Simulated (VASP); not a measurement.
# CdS (Hawleyite) in VASP: notebook

Runs on CdS (Hawleyite). Level: PBE. Tasks: single point.

All numbers are computed with VASP 6.6.1; they aren't measurements. Logs are shortened: lines on timing, memory, paths and dates and some standing lists are left out, and cuts for length are marked.

## Step 1: The cell of the first run

Symmetry: Cm, No. 8, monoclinic system. The conventional cell has a = 7.144 Å, b = 4.125 Å, c = 4.125 Å, α = 90.00°, β = 125.26°, γ = 90.00°. Cd (site symmetry m) has 4 S at 2.48 to 2.60 Å within 3.3 Å. Within 3.3 Å of S (site symmetry m) lie 4 Cd at 2.48 to 2.60 Å.

## Step 2: Single point, PBE

The input, INCAR:

```
SYSTEM = CdS
ALGO = Normal ; EDIFF = 1E-6
ENCUT = 520 ; GGA = PE
ISIF = 2 ; ISMEAR = 0
LASPH = .TRUE. ; LCHARG = .FALSE.
LREAL = .FALSE. ; LWAVE = .FALSE.
NBANDS = 16 ; NELM = 80
PREC = Accurate ; SIGMA = 0.01
```

The input, KPOINTS:

```
k-points
0
G
  4 4 4
  0 0 0
```

The input, POSCAR:

```
CdS
1.0
    0.0000000000      2.9165000000      2.9165000000
    2.9165000000      0.0000000000      2.9165000000
    2.9165000000      2.9165000000      0.0000000000
Cd S
1 1
Direct
    0.0098400000      0.9944900000      0.9972900000
    0.2371100000      0.2569800000      0.2598100000
```

Potentials or basis: VASP PAW PBE potentials, release 64 (Cd, S).

Started as:

```console
> cat potpaw_PBE.64/Cd/POTCAR potpaw_PBE.64/S/POTCAR > POTCAR
> mpirun -np 1 vasp_std > vasp.out
```

OUTCAR:

```text
SYSTEM = CdS
   EDIFF = 1E-6
   ENCUT = 520
   GGA = PE
   ISIF = 2
   ISMEAR = 0
   LASPH = .TRUE.
   LREAL = .FALSE.
   NELM = 80
   PREC = Accurate

 ion  position               nearest neighbor table
   1  0.010  0.994  0.997-   2 2.48   2 2.48   2 2.53   2 2.60
   2  0.237  0.257  0.260-   1 2.48   1 2.48   1 2.53   1 2.60

  LATTYP: Found a face centered cubic cell.
 ALAT       =     5.8330000000

  Lattice vectors:

 A1 = (   0.0000000000,   2.9165000000,   2.9165000000)
 A2 = (   2.9165000000,   0.0000000000,   2.9165000000)
 A3 = (   2.9165000000,   2.9165000000,   0.0000000000)

Analysis of symmetry for initial positions (statically):
=====================================================================
 Subroutine PRICEL returns:
 Original cell was already a primitive cell.

 Routine SETGRP: Setting up the symmetry group for a
 face centered cubic supercell.

 Subroutine GETGRP returns: Found  1 space group operations
 (whereof  1 operations were pure point group operations)
 out of a pool of 48 trial point group operations.

The static configuration has the point symmetry C_1 .

Analysis of symmetry for dynamics (positions and initial velocities):
=====================================================================
 Subroutine PRICEL returns:
 Original cell was already a primitive cell.

 Routine SETGRP: Setting up the symmetry group for a
 face centered cubic supercell.

 Subroutine GETGRP returns: Found  1 space group operations
 (whereof  1 operations were pure point group operations)
 out of a pool of 48 trial point group operations.

The dynamic configuration has the point symmetry C_1 .

 Subroutine INISYM returns: Found  1 space group operations
 (whereof  1 operations are pure point group operations),
 and found     1 'primitive' translations

----------------------------------------------------------------------------------------

                                     Primitive cell

  volume of cell :      49.6153

  direct lattice vectors                    reciprocal lattice vectors
     0.000000000  2.916500000  2.916500000    -0.171438368  0.171438368  0.171438368
     2.916500000  0.000000000  2.916500000     0.171438368 -0.171438368  0.171438368
     2.916500000  2.916500000  0.000000000     0.171438368  0.171438368 -0.171438368

  length of vectors
     4.124553855  4.124553855  4.124553855     0.296939964  0.296939964  0.296939964

[... 73 lines left out ...]
   ICHARG =      2    charge: 1-file 2-atom 10-const
   ISPIN  =      1    spin polarized calculation?
   LNONCOLLINEAR =      F non collinear calculations
   LSORBIT =      F    spin-orbit coupling
   LASPH  =      T    aspherical Exc in radial PAW
   ENCUT  =  520.0 eV  38.22 Ry    6.18 a.u.   7.67  7.67  7.67*2*pi/ulx,y,z
   NELM   =     80;   NELMIN=  2; NELMDL= -5     # of ELM steps
   EDIFF  = 0.1E-05   stopping-criterion for ELM
   LREAL  =      F    real-space projection
   EDIFFG = 0.1E-04   stopping-criterion for IOM
   NSW    =      0    number of steps for IOM
   IBRION =     -1    ionic relax: 0-MD 1-quasi-New 2-CG
   NFREE  =      0    steps in history (QN), initial steepest desc. (CG)
   ISIF   =      2    stress and relaxation
   ISYM   =      2    0-nonsym 1-usesym 2-fastsym
   POTIM  = 0.5000    time-step for ionic-motion
   TEBEG  =    0.0;   TEEND  =   0.0 temperature during run
   PSTRESS=    0.0 pullay stress
   NELECT =      18.0000    total number of electrons
   NUPDOWN=      -1.0000    fix difference up-down
   EMIN   =  10.00;   EMAX   =-10.00  energy-range for DOS
   EFERMI =   0.00;   METHOD = LEGACY
   ISMEAR =     0;   SIGMA  =   0.01  broadening in eV -4-tet -1-fermi 0-gaus
   EFERMI_NEDOS =   21; number of points for ismear=-14 and -15
   IALGO  =     38    algorithm
   IMIX   =      4    mixing-type and parameters
     AMIX     =   0.40;   BMIX     =  1.00
     AMIX_MAG =   1.60;   BMIX_MAG =  1.00
  volume/ion in A,a.u.               =      24.81       167.41
  Fermi-wavevector in a.u.,A,eV,Ry     =   1.167599  2.206442 18.548649  1.363287
  Thomas-Fermi vector in A             =   2.304097
   LORBIT       =      0    0 simple, 1 ext, 2 COOP (PROOUT), +10 PAW based schemes
   GGA     = PE    functional components
   LHFCALC =     F    Hartree Fock is set to
   AEXX    =    0.0000 exact exchange contribution
   IVDW    =     0    specifies the selected vdW correction
   LEPSILON=     F    determine dielectric tensor
   LRPA    =     F    only Hartree local field effects (RPA)
 non-spin polarized calculation
 Gauss-broadening in eV      SIGMA  =   0.01
  energy-cutoff  :      520.00
  volume of cell :       49.62
 maximum number of plane-waves:      1363
 NGX is ok and might be reduce to    32
   NGX = 15   NGY = 15   NGZ = 15

 number of electron      18.0000000 magnetization

 Free energy of the ion-electron system (eV)
  ---------------------------------------------------
  ext. energy  EPLUGINS =         0.00000000
  ---------------------------------------------------
  free energy    TOTEN  =        -6.07056063 eV

  energy without entropy =       -6.07056063  energy(sigma->0) =       -6.07056063

 E-fermi :   1.4264     XC(G=0):  -9.1404

 val. band max:        1.3519287468   @ k =   0.0000   0.0000   0.0000
 cond. band min:       2.4831959951   @ k =   0.0000   0.0000   0.0000
 fundamental gap:      1.1312672483
 Fermi energy:         1.4263673069

 k-point     1 :       0.0000    0.0000    0.0000
  band No.  band energies     occupation
      1     -11.0396      2.00000
      2      -6.4716      2.00000
      3      -6.4330      2.00000
      4      -6.3540      2.00000
      5      -5.9434      2.00000
      6      -5.9417      2.00000
[... 433 lines left out ...]
      3      -6.2187      2.00000
      4      -6.0347      2.00000
      5      -5.8857      2.00000
      6      -5.5101      2.00000
[... 8 lines left out ...]
     15      14.0066      0.00000
     16      14.9824      0.00000

 [... further k-points ...]
[... 5 lines left out ...]
  --------------------------------------------------------------------------------------
  -------------------------------------------------------------------------------------
  Total        1.0633071      1.1089872      1.1090836      0.1739135     -0.5098762      0.1730705
  in kB       34.3362882     35.8113916     35.8145024      5.6160109    -16.4649099      5.5887894
  external PRESSURE =      35.3207274 kB  Pullay stress =       0.0000000 kB

 VOLUME and BASIS-vectors are now :
 -----------------------------------------------------------------------------
  energy-cutoff  :      520.00
  volume of cell :       49.62
      direct lattice vectors                 reciprocal lattice vectors
     0.000000000  2.916500000  2.916500000    -0.171438368  0.171438368  0.171438368
     2.916500000  0.000000000  2.916500000     0.171438368 -0.171438368  0.171438368
     2.916500000  2.916500000  0.000000000     0.171438368  0.171438368 -0.171438368

 POSITION                                       TOTAL-FORCE (eV/Angst)
 -----------------------------------------------------------------------------------
      5.80903      2.93729      2.92913         0.365177     -0.114826     -0.115421
      1.50722      1.44927      1.44101        -0.365177      0.114826      0.115421
 -----------------------------------------------------------------------------------
    total drift:                                0.000108      0.000003      0.000068

  FREE ENERGIE OF THE ION-ELECTRON SYSTEM (eV)
  ---------------------------------------------------
  free  energy   TOTEN  =        -6.0705606329 eV

  energy  without entropy=       -6.0705606329  energy(sigma->0) =       -6.07056063
```

It took 48 s on 1 thread of AMD EPYC 7R13 (Zen 3), shared host; peak memory 0.15 GiB.

What came out:

| Item | Value |
| --- | --- |
| Free energy | -6.0706 eV |
| Pressure | 3.5 GPa |
| Largest force | 0.400 eV/Å |
| Band gap on the k mesh | 1.13 eV, direct |

Forces on the atoms (eV/Å):
```
Cd   0.365 -0.115 -0.115
S   -0.365  0.115  0.115
```

Stress tensor (GPa, compression positive):
```
 3.43  0.56  0.56
 0.56  3.58 -1.65
 0.56 -1.65  3.58
```

Caveat: the k points lie up to 0.47 Å⁻¹ apart.

## Step 3: Single point, PBE

The input, INCAR:

```
  ALGO = Normal
  EDIFF = 1E-6
  ENCUT = 520
  GGA = PE
  ISIF = 2
  ISMEAR = 0
  LASPH = T
  LCHARG = T
  LELF = T
  LREAL = F
  LVHAR = T
  LWAVE = F
  NBANDS = 16
  NELM = 80
  PREC = Accurate
  SIGMA = 0.01
```

The input, KPOINTS:

```
k-points
0
Gamma
  4 4 4
```

Changes to POSCAR since step 2:

```diff
@@ -9,2 +9,2 @@
     0.0098400000      0.9944900000      0.9972900000
-    0.2371100000      0.2569800000      0.2598100000
+    0.2377957535      0.2562942465      0.2604957535
```

Potentials or basis: VASP PAW PBE potentials, release 64 (Cd, S).

Started as:

```console
> cat potpaw_PBE.64/Cd/POTCAR potpaw_PBE.64/S/POTCAR > POTCAR
> mpirun -np 1 vasp_std > vasp.out
```

Wall time 64 s (1 thread of AMD EPYC 7R13 (Zen 3), shared host); peak memory 0.15 GiB.

Results (log left out):

```yaml
Free_energy: -6.0710 eV
Pressure: 3.5 GPa
Largest_force: 0.398 eV/Å
Band_gap_on_the_k_mesh: 1.13 eV, direct
```

Forces in eV/Å, atoms in the order of the input:
```
Cd   0.367 -0.093 -0.121
S   -0.367  0.093  0.121
```

Stress tensor (GPa, compression positive):
```
 3.43  0.58  0.46
 0.58  3.58 -1.65
 0.46 -1.65  3.57
```

Levels at points of the mesh, in eV from the valence-band top:
```tsv
k point	band 6	band 7	band 8	band 9	band 10	band 11	band 12	band 13
(0.00, 0.00, 0.00)	-7.29	-0.04	-0.01	0.00	1.13	6.51	6.52	6.55
(0.50, 0.00, 0.00)	-6.89	-4.27	-0.76	-0.67	2.89	6.82	7.00	7.39
(0.00, 0.50, 0.00)	-6.92	-4.51	-0.89	-0.70	3.05	6.84	7.21	7.49
(0.00, 0.00, 0.50)	-6.92	-4.52	-0.89	-0.71	3.05	6.85	7.21	7.50
(0.50, 0.50, 0.50)	-6.91	-4.40	-0.87	-0.65	2.98	6.77	7.19	7.45
(0.50, 0.50, 0.00)	-6.85	-3.98	-1.90	-1.88	3.51	4.32	9.21	10.73
(0.00, 0.50, 0.50)	-6.85	-3.97	-1.91	-1.88	3.50	4.34	9.21	10.66
(0.50, 0.00, 0.50)	-6.85	-3.98	-1.90	-1.88	3.51	4.32	9.21	10.74
```

Caveat: the k points lie up to 0.47 Å⁻¹ apart.

## Step 4: Single point, PBE

The input, INCAR:

```
ALGO     = Normal         # electronic algorithm
EDIFF    = 1E-6           # SCF threshold, eV
ENCUT    = 520            # plane-wave cutoff, eV
GGA      = PE             # functional
ISIF     = 2              # what is computed and relaxed
ISMEAR   = 0              # smearing method
LASPH    = True           # aspherical terms in the spheres
LCHARG   = True           # write CHGCAR
LELF     = True           # ELF
LREAL    = False          # projectors in reciprocal space
LVHAR    = True         
LWAVE    = False          # write WAVECAR
NBANDS   = 16             # bands
NELM     = 100            # most SCF steps
PREC     = Accurate       # precision mode
SIGMA    = 0.01           # smearing width, eV
```

KPOINTS is that of step 3.

Changes to POSCAR since step 3:

```diff
@@ -9,2 +9,2 @@
     0.0098400000      0.9944900000      0.9972900000
-    0.2377957535      0.2562942465      0.2604957535
+    0.2364242465      0.2576657535      0.2591242465
```

Started as:

```console
> cat potpaw_PBE.64/Cd/POTCAR potpaw_PBE.64/S/POTCAR > POTCAR
> mpirun -np 1 vasp_std > vasp.out
```

It took 58 s on 1 thread of AMD EPYC 7R13 (Zen 3), shared host; peak memory 0.15 GiB.

Results (log left out):

- Free energy: -6.0701 eV
- Pressure: 3.5 GPa
- Largest force: 0.403 eV/Å
- Band gap on the k mesh: 1.13 eV, direct

Forces on the atoms (eV/Å):
```
Cd   0.363 -0.136 -0.110
S   -0.363  0.136  0.110
```

Stress tensor (GPa, compression positive):
```
 3.44  0.54  0.65
 0.54  3.58 -1.64
 0.65 -1.64  3.59
```

Levels at points of the mesh, in eV from the valence-band top:
| k point | band 5 | band 6 | band 7 | band 8 | band 9 | band 10 | band 11 | band 12 | band 13 | band 14 |
| --- | --- | --- | --- | --- | --- | --- | --- | --- | --- | --- |
| (0.00, 0.00, 0.00) | -7.30 | -7.29 | -0.04 | -0.02 | 0.00 | 1.13 | 6.51 | 6.52 | 6.55 | 11.40 |
| (0.50, 0.00, 0.00) | -7.25 | -6.89 | -4.26 | -0.76 | -0.67 | 2.88 | 6.82 | 6.99 | 7.39 | 11.10 |
| (0.00, 0.50, 0.00) | -7.25 | -6.92 | -4.51 | -0.89 | -0.70 | 3.05 | 6.84 | 7.22 | 7.50 | 11.03 |
| (0.00, 0.00, 0.50) | -7.25 | -6.92 | -4.51 | -0.89 | -0.70 | 3.05 | 6.83 | 7.22 | 7.49 | 11.03 |
| (0.50, 0.50, 0.50) | -7.25 | -6.91 | -4.41 | -0.87 | -0.65 | 2.98 | 6.76 | 7.20 | 7.45 | 11.05 |
| (0.50, 0.50, 0.00) | -7.21 | -6.85 | -3.98 | -1.91 | -1.88 | 3.51 | 4.32 | 9.21 | 10.73 | 10.80 |
| (0.00, 0.50, 0.50) | -7.21 | -6.85 | -3.97 | -1.91 | -1.88 | 3.50 | 4.34 | 9.21 | 10.66 | 10.86 |
| (0.50, 0.00, 0.50) | -7.21 | -6.85 | -3.98 | -1.91 | -1.88 | 3.51 | 4.32 | 9.21 | 10.73 | 10.80 |

Caveat: the k points lie up to 0.47 Å⁻¹ apart. Expect the measured gap to be larger: semilocal functionals such as PBE lack the derivative discontinuity.

## Step 5: Single point, PBE

The input, INCAR:

```
SYSTEM = CdS
PREC = Accurate ; ENCUT = 520
EDIFF = 1E-6 ; ISMEAR = 0
SIGMA = 0.01 ; LREAL = .False.
LASPH = .True. ; NELM = 80
ALGO = Normal ; ISIF = 2
LWAVE = .False. ; LCHARG = .False.
GGA = PE ; NBANDS = 16
```

The input, KPOINTS:

```
regular mesh
0
Gamma
  4 4 4
  0 0 0
```

Changes to POSCAR since step 4:

```diff
@@ -9,2 +9,2 @@
     0.0098400000      0.9944900000      0.9972900000
-    0.2364242465      0.2576657535      0.2591242465
+    0.2398530139      0.2542369861      0.2625530139
```

Potentials or basis: VASP PAW PBE potentials, release 64 (Cd, S).

Started as:

```console
> cat potpaw_PBE.64/Cd/POTCAR potpaw_PBE.64/S/POTCAR > POTCAR
> mpirun -np 1 vasp_std > vasp.out
```

OUTCAR:

```text
SYSTEM = CdS
   PREC = Accurate
   ENCUT = 520
   EDIFF = 1E-6
   ISMEAR = 0
   LREAL = .False.
   LASPH = .True.
   NELM = 80
   ISIF = 2
   GGA = PE

 ion  position               nearest neighbor table
   1  0.010  0.994  0.997-   2 2.48   2 2.49   2 2.54   2 2.59
   2  0.240  0.254  0.263-   1 2.48   1 2.49   1 2.54   1 2.59

  LATTYP: Found a face centered cubic cell.
 ALAT       =     5.8330000000

  Lattice vectors:

 A1 = (   0.0000000000,   2.9165000000,   2.9165000000)
 A2 = (   2.9165000000,   0.0000000000,   2.9165000000)
 A3 = (   2.9165000000,   2.9165000000,   0.0000000000)

Analysis of symmetry for initial positions (statically):
=====================================================================
 Subroutine PRICEL returns:
 Original cell was already a primitive cell.

 Routine SETGRP: Setting up the symmetry group for a
 face centered cubic supercell.

 Subroutine GETGRP returns: Found  1 space group operations
 (whereof  1 operations were pure point group operations)
 out of a pool of 48 trial point group operations.

[... 157 lines left out ...]
  ext. energy  EPLUGINS =         0.00000000
  ---------------------------------------------------
  free energy    TOTEN  =        -6.07171126 eV

  energy without entropy =       -6.07171126  energy(sigma->0) =       -6.07171126

 E-fermi :   1.4280     XC(G=0):  -9.1404

 val. band max:        1.3521605873   @ k =   0.0000   0.0000   0.0000
 cond. band min:       2.4826421582   @ k =   0.0000   0.0000   0.0000
 fundamental gap:      1.1304815708
 Fermi energy:         1.4279888960

 k-point     1 :       0.0000    0.0000    0.0000
  band No.  band energies     occupation
      1     -11.0389      2.00000
      2      -6.4720      2.00000
      3      -6.4253      2.00000
      4      -6.3596      2.00000
      5      -5.9428      2.00000
      6      -5.9410      2.00000
[... 433 lines left out ...]
      3      -6.2078      2.00000
      4      -6.0389      2.00000
      5      -5.8845      2.00000
      6      -5.5104      2.00000
[... 8 lines left out ...]
     15      14.0225      0.00000
     16      14.9827      0.00000

 [... further k-points ...]
[... 5 lines left out ...]
  --------------------------------------------------------------------------------------
  -------------------------------------------------------------------------------------
  Total        1.0574574      1.1103403      1.1030996      0.1975429     -0.5188221      0.0560562
  in kB       34.1473907     35.8550854     35.6212673      6.3790519    -16.7537929      1.8101654
  external PRESSURE =      35.2079145 kB  Pullay stress =       0.0000000 kB

 VOLUME and BASIS-vectors are now :
 -----------------------------------------------------------------------------
  energy-cutoff  :      520.00
  volume of cell :       49.62
      direct lattice vectors                 reciprocal lattice vectors
     0.000000000  2.916500000  2.916500000    -0.171438368  0.171438368  0.171438368
     2.916500000  0.000000000  2.916500000     0.171438368 -0.171438368  0.171438368
     2.916500000  2.916500000  0.000000000     0.171438368  0.171438368 -0.171438368

 POSITION                                       TOTAL-FORCE (eV/Angst)
 -----------------------------------------------------------------------------------
      5.80903      2.93729      2.92913         0.374023     -0.028974     -0.139150
      1.50722      1.46527      1.44101        -0.374023      0.028974      0.139150
 -----------------------------------------------------------------------------------
    total drift:                                0.000115      0.000048      0.000075

  FREE ENERGIE OF THE ION-ELECTRON SYSTEM (eV)
  ---------------------------------------------------
  free  energy   TOTEN  =        -6.0717112610 eV

  energy  without entropy=       -6.0717112610  energy(sigma->0) =       -6.07171126
```

Wall time 50 s (1 thread of AMD EPYC 7R13 (Zen 3), shared host); peak memory 0.15 GiB.

Results:

- Free energy: -6.0717 eV
- Pressure: 3.5 GPa
- Largest force: 0.400 eV/Å
- Band gap on the k mesh: 1.13 eV, direct

Forces on the atoms (eV/Å):
```
Cd   0.374 -0.029 -0.139
S   -0.374  0.029  0.139
```

Caveat: the k points lie up to 0.47 Å⁻¹ apart.

## Step 6: Single point, PBE

The input, INCAR:

```
SYSTEM = CdS
ALGO = Normal ; EDIFF = 1E-6
ENCUT = 520 ; GGA = PE
ISIF = 2 ; ISMEAR = 0
LASPH = .True. ; LCHARG = .False.
LREAL = .False. ; LWAVE = .False.
NBANDS = 16 ; NELM = 80
PREC = Accurate ; SIGMA = 0.01
```

The input, KPOINTS:

```
k-points
0
Gamma
  4 4 4
  0 0 0
```

Changes to POSCAR since step 5:

```diff
@@ -9,2 +9,2 @@
     0.0098400000      0.9944900000      0.9972900000
-    0.2398530139      0.2542369861      0.2625530139
+    0.2343669861      0.2597230139      0.2570669861
```

Potentials or basis: VASP PAW PBE potentials, release 64 (Cd, S).

Started as:

```console
> cat potpaw_PBE.64/Cd/POTCAR potpaw_PBE.64/S/POTCAR > POTCAR
> mpirun -np 1 vasp_std > vasp.out
```

Run time: 47 s. Hardware: 1 thread of AMD EPYC 7R13 (Zen 3), shared host; peak memory 0.15 GiB.

It converged, with:

- Free energy: -6.0680 eV
- Pressure: 3.6 GPa
- Largest force: 0.420 eV/Å
- Band gap on the k mesh: 1.13 eV, direct

Forces in eV/Å, atoms in the order of the input:
```
Cd   0.357 -0.201 -0.092
S   -0.357  0.201  0.092
```

Stress tensor (GPa, compression positive):
```
 3.47  0.49  0.94
 0.49  3.58 -1.62
 0.94 -1.62  3.62
```

Levels at points of the mesh, in eV from the valence-band top:
```tsv
k point	band 6	band 7	band 8	band 9	band 10	band 11	band 12	band 13
(0.00, 0.00, 0.00)	-7.29	-0.04	-0.02	0.00	1.13	6.51	6.52	6.55
(0.50, 0.00, 0.00)	-6.89	-4.25	-0.75	-0.67	2.87	6.82	6.98	7.38
(0.00, 0.50, 0.00)	-6.93	-4.53	-0.90	-0.71	3.06	6.84	7.23	7.50
(0.00, 0.00, 0.50)	-6.92	-4.49	-0.90	-0.68	3.04	6.80	7.24	7.48
(0.50, 0.50, 0.50)	-6.91	-4.43	-0.88	-0.65	3.00	6.76	7.22	7.46
(0.50, 0.50, 0.00)	-6.85	-3.98	-1.91	-1.87	3.51	4.32	9.21	10.74
(0.00, 0.50, 0.50)	-6.85	-3.97	-1.91	-1.88	3.50	4.34	9.21	10.66
(0.50, 0.00, 0.50)	-6.85	-3.98	-1.91	-1.87	3.51	4.33	9.21	10.71
```

Caveat: the k points lie up to 0.47 Å⁻¹ apart. PBE gaps usually lie below the measured ones, often by a third to a half.
